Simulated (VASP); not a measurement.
# BaTiO3 (P4/mmm) in VASP: single point with PBEsol

Aim: the single point of BaTiO3 with PBEsol.

Program: VASP 6.6.1. These are calculated values, not measurements. Logs are shortened: lines on timing, memory, paths and dates and some standing lists are left out, and cuts for length are marked.

## (1) The cell of the first run

The structure is tetragonal, space group P4/mmm (No. 123). The conventional cell has a = 4.112 Å, b = 4.112 Å, c = 5.036 Å, α = 90.00°, β = 90.00°, γ = 90.00°. Ba (site symmetry 4/mmm) has 10 O at 2.52 to 3.25 Å within 3.3 Å. Within 2.7 Å of Ti (site symmetry 4/mmm) lie 4 O at 2.06 Å. Within 2.7 Å of O (site symmetry mmm) lie 2 Ti at 2.06 Å and 2 O at 2.06 Å. O (site symmetry 4/mmm) has 4 O at 2.06 Å and 2 Ba at 2.52 Å within 2.7 Å.

## (2) Single point, PBEsol

INCAR

```
SYSTEM = BaTiO3
PREC = Accurate ; ENCUT = 520
EDIFF = 1E-6 ; ISMEAR = -1
SIGMA = 0.05 ; LREAL = .False.
LASPH = .True. ; NELM = 80
ALGO = Normal ; ISIF = 2
LWAVE = .False. ; LCHARG = .True.
GGA = PS ; LELF = .True.
LVHAR = .True. ; NBANDS = 28
```

KPOINTS

```
regular mesh
0
Gamma
  6 6 4
  0 0 0
```

POSCAR

```
BaTiO3
1.0
    4.1124700000      0.0000000000      0.0000000000
    0.0000000000      4.1124700000      0.0000000000
    0.0000000000      0.0000000000      5.0356100000
Ba Ti O
1 1 3
Direct
    0.0000000000      0.0000000000      0.0000000000
    0.5000000000      0.5000000000      0.5000000000
    0.0000000000      0.5000000000      0.5000000000
    0.5000000000      0.0000000000      0.5000000000
    0.0000000000      0.0000000000      0.5000000000
```

Potentials or basis: VASP PAW PBE potentials, release 64 (Ba_sv, Ti_sv, O).

Command:

```sh
$ cat potpaw_PBE.64/Ba_sv/POTCAR potpaw_PBE.64/Ti_sv/POTCAR potpaw_PBE.64/O/POTCAR > POTCAR
$ mpirun -np 1 vasp_std > vasp.out
```

OUTCAR:

```text
SYSTEM = BaTiO3
   PREC = Accurate
   ENCUT = 520
   EDIFF = 1E-6
   ISMEAR = -1
   LREAL = .False.
   LASPH = .True.
   NELM = 80
   ISIF = 2
   GGA = PS

 ion  position               nearest neighbor table
   1  0.000  0.000  0.000-   5 2.52   5 2.52   3 3.25   3 3.25   4 3.25   4 3.25   3 3.25   3 3.25
                             4 3.25   4 3.25
   2  0.500  0.500  0.500-   3 2.06   4 2.06   4 2.06   3 2.06
   3  0.000  0.500  0.500-   2 2.06   2 2.06   1 3.25   1 3.25   1 3.25   1 3.25
   4  0.500  0.000  0.500-   2 2.06   2 2.06   1 3.25   1 3.25   1 3.25   1 3.25
   5  0.000  0.000  0.500-   1 2.52   1 2.52

  LATTYP: Found a simple tetragonal cell.
 ALAT       =     4.1124700000
 C/A-ratio  =     1.2244733700

  Lattice vectors:

 A1 = (   4.1124700000,   0.0000000000,   0.0000000000)
 A2 = (   0.0000000000,   4.1124700000,   0.0000000000)
 A3 = (   0.0000000000,   0.0000000000,   5.0356100000)

Analysis of symmetry for initial positions (statically):
=====================================================================
 Subroutine PRICEL returns:
 Original cell was already a primitive cell.

 Routine SETGRP: Setting up the symmetry group for a
 simple tetragonal supercell.

 Subroutine GETGRP returns: Found 16 space group operations
 (whereof 16 operations were pure point group operations)
 out of a pool of 16 trial point group operations.

The static configuration has the point symmetry D_4h.

Analysis of symmetry for dynamics (positions and initial velocities):
=====================================================================
 Subroutine PRICEL returns:
 Original cell was already a primitive cell.

 Routine SETGRP: Setting up the symmetry group for a
 simple tetragonal supercell.

 Subroutine GETGRP returns: Found 16 space group operations
 (whereof 16 operations were pure point group operations)
 out of a pool of 16 trial point group operations.

The dynamic configuration has the point symmetry D_4h.

 Subroutine INISYM returns: Found 16 space group operations
 (whereof 16 operations are pure point group operations),
 and found     1 'primitive' translations

----------------------------------------------------------------------------------------

                                     Primitive cell

[... 94 lines left out ...]
   ENCUT  =  520.0 eV  38.22 Ry    6.18 a.u.   7.65  7.65  9.36*2*pi/ulx,y,z
   NELM   =     80;   NELMIN=  2; NELMDL= -5     # of ELM steps
   EDIFF  = 0.1E-05   stopping-criterion for ELM
   LREAL  =      F    real-space projection
   EDIFFG = 0.1E-04   stopping-criterion for IOM
   NSW    =      0    number of steps for IOM
   IBRION =     -1    ionic relax: 0-MD 1-quasi-New 2-CG
   NFREE  =      0    steps in history (QN), initial steepest desc. (CG)
   ISIF   =      2    stress and relaxation
   ISYM   =      2    0-nonsym 1-usesym 2-fastsym
   POTIM  = 0.5000    time-step for ionic-motion
   TEBEG  =    0.0;   TEEND  =   0.0 temperature during run
   PSTRESS=    0.0 pullay stress
   NELECT =      40.0000    total number of electrons
   NUPDOWN=      -1.0000    fix difference up-down
   EMIN   =  10.00;   EMAX   =-10.00  energy-range for DOS
   EFERMI =   0.00;   METHOD = LEGACY
   ISMEAR =    -1;   SIGMA  =   0.05  broadening in eV -4-tet -1-fermi 0-gaus
   EFERMI_NEDOS =   21; number of points for ismear=-14 and -15
   IALGO  =     38    algorithm
   IMIX   =      4    mixing-type and parameters
     AMIX     =   0.40;   BMIX     =  1.00
     AMIX_MAG =   1.60;   BMIX_MAG =  1.00
  volume/ion in A,a.u.               =      17.03       114.94
  Fermi-wavevector in a.u.,A,eV,Ry     =   1.272552  2.404775 22.033129  1.619389
  Thomas-Fermi vector in A             =   2.405424
   LORBIT       =      0    0 simple, 1 ext, 2 COOP (PROOUT), +10 PAW based schemes
   GGA     = PS    functional components
   LHFCALC =     F    Hartree Fock is set to
   AEXX    =    0.0000 exact exchange contribution
   IVDW    =     0    specifies the selected vdW correction
   LEPSILON=     F    determine dielectric tensor
   LRPA    =     F    only Hartree local field effects (RPA)
 non-spin polarized calculation
  energy-cutoff  :      520.00
  volume of cell :       85.16
 maximum number of plane-waves:      2324
 NGX is ok and might be reduce to    32
   NGX = 15   NGY = 15   NGZ = 19

 number of electron      40.0000021 magnetization

 Free energy of the ion-electron system (eV)
  ---------------------------------------------------
  ext. energy  EPLUGINS =         0.00000000
  ---------------------------------------------------
  free energy    TOTEN  =       -32.79743492 eV

  energy without entropy =      -32.76166358  energy(sigma->0) =      -32.77954925

 E-fermi :   4.0991     XC(G=0): -10.0602

 val. band max:        4.0846940360   @ k =   0.0000   0.0000   0.0000
 cond. band min:       4.1030589940   @ k =   0.0000   0.0000   0.0000
 fundamental gap:      0.0183649580
 Fermi energy:         4.0990600568

 k-point     1 :       0.0000    0.0000    0.0000
  band No.  band energies     occupation
      1     -53.9408      2.00000
      2     -30.3541      2.00000
      3     -30.3541      2.00000
      4     -30.0878      2.00000
      5     -23.5625      2.00000
      6     -16.0486      2.00000
[... 733 lines left out ...]
     27       6.6352      0.00000
     28       8.0488      0.00000

 [... further k-points ...]

------------------------ aborting loop because EDIFF is reached ----------------------------------------

  FORCE on cell =-STRESS in cart. coord.  units (eV):
  Direction    XX          YY          ZZ          XY          YZ          ZX
  --------------------------------------------------------------------------------------
  -------------------------------------------------------------------------------------
  Total       -2.4409805     -2.4409805     -2.2598844      0.0000000     -0.0000000      0.0000000
  in kB      -45.9216317    -45.9216317    -42.5147117      0.0000000     -0.0000000      0.0000000
  external PRESSURE =     -44.7859917 kB  Pullay stress =       0.0000000 kB

 VOLUME and BASIS-vectors are now :
 -----------------------------------------------------------------------------
  energy-cutoff  :      520.00
  volume of cell :       85.16
      direct lattice vectors                 reciprocal lattice vectors
     4.112470000  0.000000000  0.000000000     0.243162868  0.000000000  0.000000000
     0.000000000  4.112470000  0.000000000     0.000000000  0.243162868  0.000000000
     0.000000000  0.000000000  5.035610000     0.000000000  0.000000000  0.198585673

 POSITION                                       TOTAL-FORCE (eV/Angst)
 -----------------------------------------------------------------------------------
      0.00000      0.00000      0.00000         0.000000      0.000000      0.000000
      2.05624      2.05624      2.51781         0.000000      0.000000      0.000000
      0.00000      2.05624      2.51781         0.000000      0.000000      0.000000
      2.05624      0.00000      2.51781         0.000000      0.000000      0.000000
      0.00000      0.00000      2.51781         0.000000      0.000000      0.000000
 -----------------------------------------------------------------------------------
    total drift:                                0.000000      0.000000     -0.000000

  FREE ENERGIE OF THE ION-ELECTRON SYSTEM (eV)
  ---------------------------------------------------
  free  energy   TOTEN  =       -32.7974349244 eV

  energy  without entropy=      -32.7616635833  energy(sigma->0) =      -32.77954925
```

Run time: 74 s. Hardware: 1 thread of AMD EPYC 7R13 (Zen 3), shared host; peak memory 0.21 GiB.

What came out:

- Free energy: -32.7974 eV
- Pressure: -4.5 GPa
- Band gap on the k mesh: zero (band 20 reaches 4.39 eV, above the bottom of band 21 at 2.65 eV)

Stress tensor (GPa, compression positive):
```
-4.59  0.00  0.00
 0.00 -4.59  0.00
 0.00  0.00 -4.25
```

Caveat: the PAW data sets were made with another functional, which shifts forces and pressure a little; spin-orbit coupling is left out, which moves the levels of the heavy elements; semilocal functionals often make such compounds metallic where correlation or magnetic order opens a gap, which also shifts bond lengths.
